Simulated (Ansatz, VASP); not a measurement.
Ir in VASP and in Ansatz

INCAR

```
  ALGO = Normal
  EDIFF = 1E-6
  ENCUT = 520
  GGA = PE
  ISIF = 2
  ISMEAR = -1
  LASPH = T
  LCHARG = F
  LREAL = F
  LWAVE = F
  NBANDS = 10
  NELM = 60
  PREC = Accurate
  SIGMA = 0.1
```

File KPOINTS:

```
k-points
0
Gamma
  16 16 16
```

File POSCAR:

```
Ir
1.0
   -1.5762414942      1.5762414942      1.5762414942
    1.5762414942     -1.5762414942      1.5762414942
    1.5762414942      1.5762414942     -1.5762414942
Ir
1
Direct
    0.0000000000      0.0000000000      0.0000000000
```

Input for Ansatz:

```yaml
crystal:
  lattice:
    - [-1.5762414942, 1.5762414942, 1.5762414942]
    - [1.5762414942, -1.5762414942, 1.5762414942]
    - [1.5762414942, 1.5762414942, -1.5762414942]
  atoms:
    - { symbol: Ir, position: [0.0, 0.0, 0.0] }
hamiltonian:
  xc: pbe
  pseudopotentials:
    kind: paw
    azcp:
      Ir: "pseudopotentials/Ir.paw.azcp"
basis:
  ecutwfc: 420
  fft_grid_basis: typed
kpoints:
  mp_grid: { grid: [16, 16, 16], shift: [0, 0, 0] }
magnetization:
  spin_polarized: false
scf:
  occupations: { method: fermi_dirac, width: 0.1 }
  lower_state_search: "off"
output:
  stress: true
  write_density: true
  write_potential: true
  elf: true
  volumetric_format: npy
```

Alike in both runs: task single point; functional PBE; k mesh 16 × 16 × 16; occupations fermi-dirac, width 0.1 eV; no spin polarisation.

```csv
,VASP,Ansatz
version,VASP 6.6.1,Ansatz 0.2.0
potentials or method,"VASP PAW PBE potentials, release 64 (Ir), cutoff 520 eV","plane waves (420 eV) with PAW, scalar-relativistic"
valence electrons in the cell,9,17
```

VASP gave:

```
pressure (GPa) : -10.4
```

Task: Which values does Ansatz return?

Result: Pressure (GPa): -10.7.

VASP's potentials hold 9 valence electrons a cell and Ansatz's 17, so a difference there can come from the potentials and not from the codes.

Spin-orbit coupling is off throughout.
